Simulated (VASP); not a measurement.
GaN, 4 atoms in the cell. It takes space group P6_3mc (No. 186, hexagonal). Conventional cell: a = 3.088 Å, b = 3.088 Å, c = 5.258 Å, α = 90.00°, β = 90.00°, γ = 120.00°. Within 2.5 Å of Ga (site symmetry 3m) lie 4 N at 1.91 to 1.94 Å. N (site symmetry 3m) has 4 Ga at 1.91 to 1.94 Å within 2.5 Å.  This cell differs from its parent crystal: epitaxial xy strain -3.0%.

* Program: VASP 6.6.1
* Task: single point
* Functional: PBE
* Potentials or basis: VASP PAW PBE potentials, release 64 (Ga_d, N)
* Cutoff: 520 eV
* k mesh: 12 × 12 × 6
* Occupations: fermi-dirac, width 0.02 eV
* Spin: no spin polarisation
* Dipole correction: no
* Further INCAR settings: ALGO = Normal; EDIFF = 1e-06; NBANDS = 26

Potentials or basis: VASP PAW PBE potentials, release 64 (Ga_d, N).

Run with:

```sh
$ cat potpaw_PBE.64/Ga_d/POTCAR potpaw_PBE.64/N/POTCAR > POTCAR
$ mpirun -np 1 vasp_std > vasp.out
```

Hardware: 1 thread of Intel(R) Xeon(R) 6975P-C (Granite Rapids), on a shared host.

**Question.** How long does it take, and how much memory?

**Answer.** Run time: 44 s on 1 thread of Intel(R) Xeon(R) 6975P-C (Granite Rapids) (shared host), peak memory 0.2 GiB. Counts: scf iterations 14, k points 76.
